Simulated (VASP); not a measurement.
**ZnO: single point with PBEsol**

ZnO:

```xyz
4
Lattice="3.2462 0.0000 0.0000 -1.6231 2.8113 0.0000 0.0000 0.0000 5.1879" Properties=species:S:1:pos:R:3 pbc="T T T"
Zn    0.0000    1.8742    2.5873
Zn    1.6231    0.9371   -0.0066
O     1.6231    0.9371    1.9729
O     0.0000    1.8742    4.5668
```

This cell differs from its parent crystal: in-plane strain +0.005, then relaxed in part.

| Quantity | Value |
| --- | --- |
| Program | VASP 6.6.1 |
| Task | single point |
| Functional | PBEsol |
| Potentials or basis | VASP PAW PBE potentials, release 64 (Zn, O) |
| Cutoff | 520 eV |
| k mesh | 8 × 8 × 4 |
| Occupations | gaussian, width 0.01 eV |
| Spin | no spin polarisation |

| Property | Result |
| --- | --- |
| Pressure | 0.0 GPa |
| Band gap on the k mesh | 0.69 eV, direct |

Stress tensor (GPa, compression positive):
```
-0.32  0.00  0.00
 0.00 -0.32  0.00
 0.00  0.00  0.75
```

Levels at points of the mesh, in eV from the valence-band top:
| k point | band 14 | band 15 | band 16 | band 17 | band 18 | band 19 | band 20 | band 21 | band 22 | band 23 |
| --- | --- | --- | --- | --- | --- | --- | --- | --- | --- | --- |
| (0.00, 0.00, 0.00) | -0.81 | -0.81 | -0.09 | 0.00 | 0.00 | 0.69 | 5.10 | 8.17 | 12.72 | 12.72 |
| (0.50, 0.00, 0.00) | -3.62 | -2.86 | -2.32 | -1.29 | -0.87 | 5.70 | 6.71 | 7.51 | 8.42 | 10.54 |
| (0.00, 0.00, 0.50) | -2.24 | -0.40 | -0.40 | -0.40 | -0.40 | 3.39 | 3.39 | 10.00 | 10.00 | 13.00 |
| (0.50, 0.00, 0.50) | -3.77 | -1.55 | -1.55 | -1.36 | -1.36 | 5.59 | 5.59 | 8.37 | 8.37 | 11.15 |

It took 25 s on 1 thread of Intel(R) Xeon(R) Platinum 8259CL CPU @ 2.50GHz (Skylake/Cascade Lake) (shared host), peak memory 0.17 GiB.

Caveat: the cell differs from its parent crystal (in-plane strain +0.005, then relaxed in part); the PAW data sets were made with another functional, which shifts forces and pressure a little.
